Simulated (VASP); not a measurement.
# B (Im-3m) in VASP: a series of runs

B is run at these levels: PBE; tasks: single point.

All numbers are computed with VASP 6.6.1; they aren't measurements. Logs are shortened: lines on timing, memory, paths and dates and some standing lists are left out, and cuts for length are marked.

### 1 The cell of the first run

It takes space group Im-3m (No. 229, cubic). Conventional cell: a = 2.277 Å, b = 2.277 Å, c = 2.277 Å, α = 90.00°, β = 90.00°, γ = 90.00°. B (site symmetry m-3m) has 14 B at 1.97 to 2.28 Å within 2.6 Å.

### 2 Single point, PBE (volume scaled by 0.96)

Input file INCAR:

```
SYSTEM = B
PREC = Accurate ; ENCUT = 520
EDIFF = 1E-6 ; ISMEAR = -1
SIGMA = 0.1 ; LREAL = .False.
LASPH = .True. ; NELM = 100
ALGO = Normal ; ISIF = 2
LWAVE = .False. ; LCHARG = .False.
GGA = PE ; NBANDS = 8
```

Input file KPOINTS:

```
regular mesh
0
Gamma
  21 21 21
  0 0 0
```

Input file POSCAR:

```
B
1.0
   -1.1383724417      1.1383724417      1.1383724417
    1.1383724417     -1.1383724417      1.1383724417
    1.1383724417      1.1383724417     -1.1383724417
B
1
Direct
    0.0000000000      0.0000000000      0.0000000000
```

Potentials or basis: VASP PAW PBE potentials, release 64 (B).

Run with:

```bash
cat potpaw_PBE.64/B/POTCAR > POTCAR
mpirun -np 1 vasp_std > vasp.out
```

OUTCAR:

```text
SYSTEM = B
   PREC = Accurate
   ENCUT = 520
   EDIFF = 1E-6
   ISMEAR = -1
   LREAL = .False.
   LASPH = .True.
   NELM = 100
   ISIF = 2
   GGA = PE

 ion  position               nearest neighbor table
   1  0.000  0.000  0.000-

  LATTYP: Found a body centered cubic cell.
 ALAT       =     2.2767448834

  Lattice vectors:

 A1 = (  -1.1383724417,   1.1383724417,   1.1383724417)
 A2 = (   1.1383724417,  -1.1383724417,   1.1383724417)
 A3 = (   1.1383724417,   1.1383724417,  -1.1383724417)

Analysis of symmetry for initial positions (statically):
=====================================================================
 Subroutine PRICEL returns:
 Original cell was already a primitive cell.

 Routine SETGRP: Setting up the symmetry group for a
 body centered cubic supercell.

 Subroutine GETGRP returns: Found 48 space group operations
 (whereof 48 operations were pure point group operations)
 out of a pool of 48 trial point group operations.

The static configuration has the point symmetry O_h .

Analysis of symmetry for dynamics (positions and initial velocities):
=====================================================================
 Subroutine PRICEL returns:
 Original cell was already a primitive cell.

 Routine SETGRP: Setting up the symmetry group for a
 body centered cubic supercell.

 Subroutine GETGRP returns: Found 48 space group operations
 (whereof 48 operations were pure point group operations)
 out of a pool of 48 trial point group operations.

The dynamic configuration has the point symmetry O_h .

 Subroutine INISYM returns: Found 48 space group operations
 (whereof 48 operations are pure point group operations),
 and found     1 'primitive' translations

----------------------------------------------------------------------------------------

                                     Primitive cell

  volume of cell :       5.9008

  direct lattice vectors                    reciprocal lattice vectors
    -1.138372442  1.138372442  1.138372442     0.000000000  0.439223563  0.439223563
     1.138372442 -1.138372442  1.138372442     0.439223563  0.000000000  0.439223563
     1.138372442  1.138372442 -1.138372442     0.439223563  0.439223563  0.000000000

  length of vectors
     1.971718907  1.971718907  1.971718907     0.621155920  0.621155920  0.621155920

  position of ions in fractional coordinates (direct lattice)
     0.000000000  0.000000000  0.000000000

  ion indices of the primitive-cell ions
   primitive index   ion index
                 1           1

----------------------------------------------------------------------------------------

 KPOINTS: regular mesh

Automatic generation of k-mesh.
 Grid dimensions read from file:
 generate k-points for:   21   21   21

 Generating k-lattice:

  Cartesian coordinates                     Fractional coordinates (reciprocal lattice)
     0.000000000  0.020915408  0.020915408     0.047619048  0.000000000  0.000000000
     0.020915408  0.000000000  0.020915408     0.000000000  0.047619048  0.000000000
     0.020915408  0.020915408  0.000000000     0.000000000  0.000000000  0.047619048

  Length of vectors
     0.029578853  0.029578853  0.029578853

  Shift w.r.t. Gamma in fractional coordinates (k-lattice)
     0.000000000  0.000000000  0.000000000

 Subroutine IBZKPT returns following result:
 ===========================================

 Found    286 irreducible k-points:

 Following reciprocal coordinates:
            Coordinates               Weight
  0.000000  0.000000  0.000000      1.000000
  0.047619  0.000000  0.000000     12.000000
  0.095238  0.000000  0.000000     12.000000
  0.142857  0.000000  0.000000     12.000000
  0.190476  0.000000  0.000000     12.000000
  0.238095  0.000000  0.000000     12.000000
[... 16 lines left out ...]
  0.142857  0.095238 -0.000000     48.000000
  0.190476  0.095238  0.000000     48.000000
 [... further k-points ...]
   k-points           NKPTS =    286   k-points in BZ     NKDIM =    286   number of bands    NBANDS=      8
   number of dos      NEDOS =    301   number of ions     NIONS =      1
   total plane-waves  NPLWV =   4096
   dimension x,y,z NGX =    16 NGY =   16 NGZ =   16
   dimension x,y,z NGXF=    32 NGYF=   32 NGZF=   32
   ions per type =               1
   NGX,Y,Z   is equivalent  to a cutoff of  13.49, 13.49, 13.49 a.u.
   NGXF,Y,Z  is equivalent  to a cutoff of  26.98, 26.98, 26.98 a.u.
 SYSTEM =  B
   PREC   = accura    normal or accurate (medium, high low for compatibility)
   ISTART =      0    job   : 0-new  1-cont  2-samecut
   ICHARG =      2    charge: 1-file 2-atom 10-const
   ISPIN  =      1    spin polarized calculation?
   LNONCOLLINEAR =      F non collinear calculations
   LSORBIT =      F    spin-orbit coupling
   LASPH  =      T    aspherical Exc in radial PAW
   ENCUT  =  520.0 eV  38.22 Ry    6.18 a.u.   3.67  3.67  3.67*2*pi/ulx,y,z
   NELM   =    100;   NELMIN=  2; NELMDL= -5     # of ELM steps
   EDIFF  = 0.1E-05   stopping-criterion for ELM
   LREAL  =      F    real-space projection
   EDIFFG = 0.1E-04   stopping-criterion for IOM
   NSW    =      0    number of steps for IOM
   IBRION =     -1    ionic relax: 0-MD 1-quasi-New 2-CG
   NFREE  =      0    steps in history (QN), initial steepest desc. (CG)
   ISIF   =      2    stress and relaxation
   ISYM   =      2    0-nonsym 1-usesym 2-fastsym
   POTIM  = 0.5000    time-step for ionic-motion
   TEBEG  =    0.0;   TEEND  =   0.0 temperature during run
   PSTRESS=    0.0 pullay stress
   NELECT =       3.0000    total number of electrons
   NUPDOWN=      -1.0000    fix difference up-down
   EMIN   =  10.00;   EMAX   =-10.00  energy-range for DOS
   EFERMI =   0.00;   METHOD = LEGACY
   ISMEAR =    -1;   SIGMA  =   0.10  broadening in eV -4-tet -1-fermi 0-gaus
   EFERMI_NEDOS =   21; number of points for ismear=-14 and -15
   IALGO  =     38    algorithm
   IMIX   =      4    mixing-type and parameters
     AMIX     =   0.40;   BMIX     =  1.00
     AMIX_MAG =   1.60;   BMIX_MAG =  1.00
  volume/ion in A,a.u.               =       5.90        39.82
  Fermi-wavevector in a.u.,A,eV,Ry     =   1.306605  2.469125 23.228081  1.707216
  Thomas-Fermi vector in A             =   2.437395
   LORBIT       =      0    0 simple, 1 ext, 2 COOP (PROOUT), +10 PAW based schemes
   GGA     = PE    functional components
   LHFCALC =     F    Hartree Fock is set to
   AEXX    =    0.0000 exact exchange contribution
   IVDW    =     0    specifies the selected vdW correction
   LEPSILON=     F    determine dielectric tensor
   LRPA    =     F    only Hartree local field effects (RPA)
 non-spin polarized calculation
  energy-cutoff  :      520.00
  volume of cell :        5.90
 maximum number of plane-waves:       164
   NGX =  7   NGY =  7   NGZ =  7

 number of electron       3.0000000 magnetization

 Free energy of the ion-electron system (eV)
  ---------------------------------------------------
  ext. energy  EPLUGINS =         0.00000000
  ---------------------------------------------------
  free energy    TOTEN  =        -4.98668967 eV

  energy without entropy =       -4.97958955  energy(sigma->0) =       -4.98313961

 E-fermi :  10.4877     XC(G=0): -13.0256

 val. band max:       10.4468650199   @ k =  -0.3810   0.3810   0.0952
 cond. band min:      10.4981154498   @ k =  -0.3810   0.4762   0.2857
 fundamental gap:      0.0512504300
 Fermi energy:        10.4876938613

 k-point     1 :       0.0000    0.0000    0.0000
  band No.  band energies     occupation
      1      -8.6309      2.00000
      2      26.6023      0.00000
      3      26.6023      0.00000
      4      26.6023      0.00000
      5      45.0764      0.00000
      6      45.0764      0.00000
      7      45.0764      0.00000
      8      48.9746      0.00000

 k-point     2 :       0.0476    0.0000    0.0000
  band No.  band energies     occupation
      1      -8.5261      2.00000
      2      26.2534      0.00000
      3      26.3330      0.00000
      4      26.5357      0.00000
      5      44.0310      0.00000
      6      44.0475      0.00000
      7      45.5932      0.00000
      8      47.4162      0.00000

 k-point     3 :       0.0952    0.0000    0.0000
  band No.  band energies     occupation
      1      -8.2118      2.00000
      2      25.1933      0.00000
      3      25.6128      0.00000
      4      26.3407      0.00000
      5      41.5881      0.00000
      6      42.1568      0.00000
      7      46.7614      0.00000
      8      47.0597      0.00000

 k-point     4 :       0.1429    0.0000    0.0000
  band No.  band energies     occupation
      1      -7.6883      2.00000
      2      23.4331      0.00000
      3      24.6270      0.00000
      4      26.0301      0.00000
      5      39.5058      0.00000
      6      40.2466      0.00000
      7      46.0493      0.00000
      8      48.5755      0.00000

 k-point     5 :       0.1905    0.0000    0.0000
  band No.  band energies     occupation
      1      -6.9565      2.00000
      2      21.1000      0.00000
      3      23.5492      0.00000
      4      25.6296      0.00000
      5      38.1183      0.00000
      6      38.5060      0.00000
      7      45.7976      0.00000
      8      49.9926      0.00000

 k-point     6 :       0.2381    0.0000    0.0000
  band No.  band energies     occupation
      1      -6.0186      2.00000
      2      18.4175      0.00000
      3      22.5006      0.00000
      4      25.1770      0.00000
      5      36.9874      0.00000
      6      37.3176      0.00000
      7      45.9849      0.00000
      8      51.7044      0.00000

 k-point     7 :       0.2857    0.0000    0.0000
  band No.  band energies     occupation
      1      -4.8796      2.00000
      2      15.6017      0.00000
      3      21.5570      0.00000
      4      24.7164      0.00000
      5      35.7099      0.00000
      6      36.9288      0.00000
      7      46.5633      0.00000
      8      53.5201      0.00000

 k-point     8 :       0.3333    0.0000    0.0000
  band No.  band energies     occupation
      1      -3.5513      2.00000
      2      12.8132      0.00000
      3      20.7650      0.00000
      4      24.2918      0.00000
      5      34.6827      0.00000
      6      36.8038      0.00000
      7      47.4636      0.00000
      8      54.7440      0.00000

 k-point     9 :       0.3810    0.0000    0.0000
  band No.  band energies     occupation
      1      -2.0630      2.00000
      2      10.1729      1.91764
      3      20.1523      0.00000
      4      23.9406      0.00000
      5      33.9099      0.00000
      6      36.8276      0.00000
      7      48.5795      0.00000
      8      54.5583      0.00000

 k-point    10 :       0.4286    0.0000    0.0000
  band No.  band energies     occupation
      1      -0.5043      2.00000
      2       7.8230      2.00000
      3      19.7360      0.00000
      4      23.6911      0.00000
      5      33.3938      0.00000
      6      36.9052      0.00000
      7      49.7203      0.00000
      8      54.0173      0.00000
[... 78 lines left out ...]
 k-point    18 :       0.3333    0.0476    0.0000
  band No.  band energies     occupation
      1      -2.7437      2.00000
      2      11.5237      0.00006
      3      20.1472      0.00000
      4      23.6626      0.00000
      5      34.8466      0.00000
      6      36.9435      0.00000
      7      47.9445      0.00000
      8      54.7576      0.00000

 k-point    19 :       0.3810    0.0476    0.0000
  band No.  band energies     occupation
      1      -1.1991      2.00000
      2       9.0038      2.00000
      3      19.6353      0.00000
      4      23.3319      0.00000
      5      34.2602      0.00000
      6      37.0356      0.00000
      7      49.0878      0.00000
      8      53.9924      0.00000

 k-point    20 :       0.4286    0.0476    0.0000
  band No.  band energies     occupation
      1       0.3054      2.00000
      2       6.9010      2.00000
      3      19.3240      0.00000
      4      23.1242      0.00000
      5      33.9062      0.00000
      6      37.1326      0.00000
      7      50.1494      0.00000
      8      53.3001      0.00000

 k-point    21 :       0.4762    0.0476    0.0000
  band No.  band energies     occupation
      1       1.0958      2.00000
      2       5.9090      2.00000
      3      19.2195      0.00000
      4      23.0533      0.00000
      5      33.7879      0.00000
      6      37.1726      0.00000
      7      50.6526      0.00000
      8      52.9780      0.00000

 k-point    22 :       0.0952    0.0952    0.0000
  band No.  band energies     occupation
      1      -7.3742      2.00000
      2      23.0135      0.00000
      3      23.7507      0.00000
      4      25.4128      0.00000
      5      38.8945      0.00000
      6      39.7290      0.00000
      7      45.6914      0.00000
      8      49.4531      0.00000

 k-point    23 :       0.1429    0.0952   -0.0000
  band No.  band energies     occupation
      1      -6.6424      2.00000
      2      21.1362      0.00000
      3      22.3354      0.00000
      4      24.8188      0.00000
      5      37.9345      0.00000
      6      38.7238      0.00000
      7      45.7807      0.00000
      8      50.7861      0.00000

 k-point    24 :       0.1905    0.0952    0.0000
  band No.  band energies     occupation
      1      -5.7043      2.00000
      2      18.5837      0.00000
      3      21.2119      0.00000
      4      24.2081      0.00000
      5      37.4108      0.00000
      6      37.8508      0.00000
      7      46.0851      0.00000
      8      52.4499      0.00000

 [... further k-points ...]

------------------------ aborting loop because EDIFF is reached ----------------------------------------

  FORCE on cell =-STRESS in cart. coord.  units (eV):
  Direction    XX          YY          ZZ          XY          YZ          ZX
  --------------------------------------------------------------------------------------
  -------------------------------------------------------------------------------------
  Total        0.3663763      0.3663763      0.3663763      0.0000000      0.0000000     -0.0000000
  in kB       99.4775022     99.4775022     99.4775022      0.0000000      0.0000000     -0.0000000
  external PRESSURE =      99.4775022 kB  Pullay stress =       0.0000000 kB

 VOLUME and BASIS-vectors are now :
 -----------------------------------------------------------------------------
  energy-cutoff  :      520.00
  volume of cell :        5.90
      direct lattice vectors                 reciprocal lattice vectors
    -1.138372442  1.138372442  1.138372442     0.000000000  0.439223563  0.439223563
     1.138372442 -1.138372442  1.138372442     0.439223563  0.000000000  0.439223563
     1.138372442  1.138372442 -1.138372442     0.439223563  0.439223563  0.000000000

 POSITION                                       TOTAL-FORCE (eV/Angst)
 -----------------------------------------------------------------------------------
      0.00000      0.00000      0.00000        -0.000000     -0.000000      0.000000
 -----------------------------------------------------------------------------------
    total drift:                               -0.000000      0.000000     -0.000000

  FREE ENERGIE OF THE ION-ELECTRON SYSTEM (eV)
  ---------------------------------------------------
  free  energy   TOTEN  =        -4.9866896720 eV

  energy  without entropy=       -4.9795895513  energy(sigma->0) =       -4.98313961
```

Wall time 7.7 s (1 thread of Intel Xeon Platinum 8259CL at 2.50GHz (Skylake/Cascade Lake), shared host); peak memory 0.11 GiB.

What came out:

| Quantity | Value |
| --- | --- |
| Free energy | -4.9867 eV |
| Pressure | 9.9 GPa |

(Part 1 of 3 ends here.)
